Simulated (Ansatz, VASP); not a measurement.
**AgCl in VASP and in Ansatz**

POSCAR

```
AgCl
1.0
    0.0000000000      2.7315527500      2.7731500000
    2.7315527500      0.0000000000      2.7731500000
    2.7315527500      2.7315527500      0.0000000000
Ag Cl
1 1
Direct
    0.5000000000      0.5000000000      0.5000000000
    0.0000000000      0.0000000000      0.0000000000
```

File INCAR.step1:

```
SYSTEM = AgCl
PREC = Accurate
ENCUT = 520
ISMEAR = 0
SIGMA = 0.05
LREAL = .FALSE.
LASPH = .TRUE.
NELM = 60
NBANDS = 16
GGA = PE
ALGO = Normal
EDIFF = 1E-4
LWAVE = .TRUE.
LCHARG = .FALSE.
```

The input INCAR.step2:

```
SYSTEM = AgCl
PREC = Accurate
ENCUT = 520
EDIFF = 1E-7
ISMEAR = 0
SIGMA = 0.05
LREAL = .FALSE.
LASPH = .TRUE.
NELM = 60
ALGO = Normal
ISIF = 2
LWAVE = .FALSE.
LCHARG = .TRUE.
METAGGA = R2SCAN
LMIXTAU = .TRUE.
LELF = .TRUE.
LVHAR = .TRUE.
NBANDS = 16
ISTART = 1
```

The input KPOINTS:

```
regular mesh
0
G
  8 8 8
  0 0 0
```

Input for Ansatz:

```yaml
crystal:
  lattice:
    - [0.0, 2.73155275, 2.77315]
    - [2.73155275, 0.0, 2.77315]
    - [2.73155275, 2.73155275, 0.0]
  atoms:
    - { symbol: Ag, position: [0.5, 0.5, 0.5] }
    - { symbol: Cl, position: [0.0, 0.0, 0.0] }
basis:
  ecutwfc: 500
kpoints:
  mp_grid: { grid: [8, 8, 8] }
hamiltonian:
  xc: r2scan
scf:
  occupations: { method: gaussian, width: 0.05 }
output:
  forces: true
  stress: true
  eigenvalues: true
```

Change from the starting cell: strain -0.015 along x and y, +0.000 along z, atoms carried along.

Alike in both runs: task single point; functional r2SCAN; k mesh 8 × 8 × 8; occupations gaussian, width 0.05 eV; no spin polarisation.

|  | VASP | Ansatz |
| --- | --- | --- |
| version | VASP 6.6.1 | Ansatz 0.2.0 |
| potentials or method | VASP PAW PBE potentials, release 64 (Ag, Cl), cutoff 520 eV | scalar-relativistic, plane waves, PAW |
| valence electrons in the cell | 18 | 26 |

Ansatz gave:

| Item | Value |
| --- | --- |
| gap on the k mesh at the Fermi level (eV) | 1.43 |
| least direct gap on the mesh (eV) | 3.85 |
| pressure (GPa) | 1.6 |
| traceless stress, the component that is largest in VASP (GPa) | -0.40 |

Q: What did VASP give for the same quantities?

A: gap on the k mesh at the Fermi level (eV): 1.37; least direct gap on the mesh (eV): 3.81; pressure (GPa): 1.6; traceless stress, the component that is largest in VASP (GPa): -0.39.

VASP's potentials were made for PBE, not for r2SCAN. VASP's potentials hold 18 valence electrons a cell and Ansatz's 26, so a difference there can come from the potentials and not from the codes.
